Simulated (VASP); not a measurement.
SiC:

```xyz
2
Lattice="0.0000 2.1781 2.1781 2.1781 0.0000 2.1781 2.1781 2.1781 0.0000" Properties=species:S:1:pos:R:3 pbc="T T T"
Si    0.0000    0.0000    0.0000
C     1.0890    1.0890    1.0890
```

Base run:

* Program: VASP 6.6.1
* Functional: HSE06
* Potentials or basis: VASP PAW PBE potentials, release 64 (Si, C)
* Cutoff: 520 eV
* k mesh: 6 × 6 × 6
* Occupations: gaussian, width 0.01 eV
* Spin: no spin polarisation

Its results: band gap on the k mesh 2.23 eV, indirect (least direct gap 5.73 eV); pressure -1.5 GPa.

**Question.** The run is repeated on the same cell with these changes: functional from HSE06 to PBE. What comes out?

**Answer.** Band gap on the k mesh 1.35 eV, indirect (least direct gap 4.54 eV); pressure 3.5 GPa.

HSE06 gives the wider gap, since exact exchange removes part of the self-interaction.

Caveats: the PAW data sets were made with another functional, which shifts forces and pressure a little (some runs).

A k mesh can miss the band edges.
